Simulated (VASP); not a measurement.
Crystal: TiAl3.

```
CELL_PARAMETERS angstrom
-1.91111 1.91111 4.28067
1.91111 -1.91111 4.28067
1.91111 1.91111 -4.28067
ATOMIC_POSITIONS crystal
Ti 0.00000 0.00000 0.00000
Al 0.25000 0.75000 0.50000
Al 0.75000 0.25000 0.50000
Al 0.50000 0.50000 0.00000
```

Base run:

```yaml
Program: VASP 6.6.1
Functional: PBE
Potentials_or_basis: VASP PAW PBE potentials, release 64 (Ti_sv, Al)
Cutoff: 520 eV
k_mesh: 6 × 6 × 6
Occupations: fermi-dirac, width 0.05 eV
Spin: no spin polarisation
```

Its results: band gap on the k mesh zero (an odd number of electrons rules out a gap without spin polarisation); pressure 2.1 GPa.

Q: After a change of settings the same cell gave: band gap on the k mesh zero (an odd number of electrons rules out a gap without spin polarisation); pressure -0.4 GPa. Which change was it?
A. functional from PBE to revPBE; further incar settings from ALGO = Fast; EDIFF = 1e-06; NBANDS = 18 to ALGO = Normal; EDIFF = 1e-07; NBANDS = 18
B. functional from PBE to PBEsol; further incar settings from ALGO = Fast; EDIFF = 1e-06; NBANDS = 18 to ALGO = Normal; EDIFF = 1e-06; NBANDS = 18
C. functional from PBE to RPBE; further incar settings from ALGO = Fast; EDIFF = 1e-06; NBANDS = 18 to ALGO = Normal; EDIFF = 1e-06; NBANDS = 18
D. functional from PBE to BLYP; further incar settings from ALGO = Fast; EDIFF = 1e-06; NBANDS = 18 to ALGO = Normal; EDIFF = 1e-06; NBANDS = 18

A: B.

Caveats: the PAW data sets were made with another functional, which shifts forces and pressure a little (at least some runs).
